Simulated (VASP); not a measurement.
Runs of VASP 6.6.1 on Al3Cu2. The structure is that of space group P-3m1 (No. 164), or close to it. The cells are those of the table. 

```csv
level,U,cell,cutoff (eV),smearing,gap on the mesh (eV),pressure (GPa),largest force (eV/Å)
PBEsol,-,"a = 3.771, b = 3.771, c = 4.783 Å, angles 90.0, 90.0, 120.0°, 5 atoms",520,gaussian 0.15 eV,none,38.1,0.27
PBEsol,-,"a = 3.771, b = 3.771, c = 5.381 Å, angles 90.0, 90.0, 120.0°, 5 atoms",520,gaussian 0.15 eV,none,16.5,0.44
PBEsol,-,"a = 3.771, b = 3.771, c = 4.584 Å, angles 90.0, 90.0, 120.0°, 5 atoms",520,gaussian 0.15 eV,none,50.2,0.27
PBEsol,-,"a = 4.099, b = 4.099, c = 4.584 Å, angles 90.0, 90.0, 120.0°, 5 atoms",520,gaussian 0.15 eV,none,(a),0.46
PBEsol,-,"a = 3.771, b = 3.771, c = 5.181 Å, angles 90.0, 90.0, 120.0°, 5 atoms",520,gaussian 0.15 eV,none,(b),0.39
PBEsol,-,"a = 3.771, b = 3.771, c = 4.982 Å, angles 90.0, 90.0, 120.0°, 5 atoms",520,gaussian 0.15 eV,none,28.9,0.30
PBEsol+U,Cu d U = 1.0 eV,"a = 3.771, b = 3.771, c = 5.181 Å, angles 90.0, 90.0, 120.0°, 5 atoms",600,methfessel-paxton 0.15 eV,none,21.6,0.37
PBEsol,-,"a = 3.935, b = 3.935, c = 4.584 Å, angles 90.0, 90.0, 120.0°, 5 atoms",520,gaussian 0.15 eV,none,28.2,0.29
```

Alike in all rows: task single point; potentials or basis VASP PAW PBE potentials, release 64 (Al, Cu); no spin polarisation; k mesh 12 × 12 × 10.

Problem. Fill in the values left out.

Solution. (a) 14.0; (b) 22.1.

Caveats: the PAW data sets were made with another functional, which shifts forces and pressure a little; the stress differs along the axes, from 29 to 43 GPa (at least some runs); the stress differs along the axes, from -1 to 25 GPa (at least some runs); the cell stands under pressure (at least some runs); the stress differs along the axes, from 6 to 30 GPa (at least some runs); the stress differs along the axes, from 5 to 31 GPa (at least some runs); the stress differs along the axes, from 14 to 36 GPa (at least some runs).

A gap of «none» marks levels without a gap at the run's occupations.
